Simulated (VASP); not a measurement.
**AlN: single point with B3LYP**

The system is AlN.

```
Al N
1.0
     0.00000    2.19846    2.19846
     2.19846    0.00000    2.19846
     2.19846    2.19846    0.00000
Al N
1 1
Cartesian
  0.0000 0.0000 0.0000
  1.0992 1.0992 1.0992
```

- Program: VASP 6.6.1
- Task: single point
- Functional: B3LYP
- Potentials or basis: VASP PAW PBE potentials, release 64 (Al, N)
- Cutoff: 520 eV
- k mesh: 5 × 5 × 5
- Occupations: fermi-dirac, width 0.05 eV
- Spin: no spin polarisation

```json
{"Pressure": "-1.0 GPa", "Band gap on the k mesh": "5.83 eV (least direct gap 6.00 eV)"}
```

Levels at points of the mesh, in eV from the valence-band top:
```tsv
k point	band 2	band 3	band 4	band 5	band 6	band 7
(0.00, 0.00, 0.00)	0.00	0.00	0.00	6.00	14.40	14.40
```

Run time: 4.5 min on 1 thread of Intel Xeon 8259CL, on a shared host, peak memory 0.14 GiB.

Caveat: the k points lie up to 0.50 Å⁻¹ apart; the PAW data sets were made with another functional, which shifts forces and pressure a little; an odd mesh through Γ misses points on the zone boundary, where band edges can lie.
